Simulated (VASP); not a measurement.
Wanted: the native input for a VASP 6.6.1 run.

```yaml
Task: single point
Functional: PBE
Dispersion: D3(BJ)
Potentials_or_basis: VASP PAW PBE potentials, release 64 (Si, Cl)
Cutoff: 400 eV
k_mesh: 9 × 9 × 1
Occupations: gaussian, width 0.05 eV
Spin: collinear spin
Starting_moments: "[0.0, 0.0, 0.0, 0.0, 1.0] μB"
Dipole_correction: yes
Further_INCAR_settings: ALGO = Normal; EDIFF = 1e-06; NBANDS = 24; NELMDL = -8
```

The structure of Si4Cl lies in POSCAR:

```
Si4Cl
1.0
    3.8333442755      0.0000000000      0.0000000000
   -1.9166721377      3.3197735240      0.0000000000
    0.0000000000      0.0000000000     20.9083831947
Si Cl
4 1
Direct
    0.3333333333      0.6666666667      0.1913108232
    0.0000000000      0.0000000000      0.2287349567
    0.0000000000      0.0000000000      0.3468742304
    0.6666666667      0.3333333333      0.3782398247
    0.8333333333      1.0000000000      0.4834607775
```

The input as run:

INCAR

```
ALGO = Normal
DIPOL = 0.5 0.5 0.326
EDIFF = 1E-6
ENCUT = 400
GGA = PE
GGA_COMPAT = False
IDIPOL = 3
ISIF = 2
ISMEAR = 0
ISPIN = 2
IVDW = 12
LASPH = True
LCHARG = False
LDIPOL = True
LORBIT = 11
LREAL = False
LWAVE = False
MAGMOM = 0 0 0 0 1
NBANDS = 24
NELM = 200
NELMDL = -8
PREC = Accurate
SIGMA = 0.05
```

KPOINTS

```
k-points
0
Gamma
  9 9 1
```

Potentials or basis: VASP PAW PBE potentials, release 64 (Si, Cl).

The run is started by

```bash
$ cat potpaw_PBE.64/Si/POTCAR potpaw_PBE.64/Cl/POTCAR > POTCAR
$ mpirun -np 1 vasp_std > vasp.out
```

It gave:

- Largest force: 1.439 eV/Å
- Net moment: 0.73 μB per cell
- Site moments: Si +0.16, +0.01, +0.04, +0.03; Cl +0.06 μB
- Valence electrons inside the program's atomic spheres: Si 1.65, 1.67, 1.60 (each value once); Cl 5.00
- Dispersion energy per atom: -0.238 eV

Run time: 23 min on 1 thread of Intel Xeon 8259CL, with other jobs on the host, peak memory 0.56 GiB.
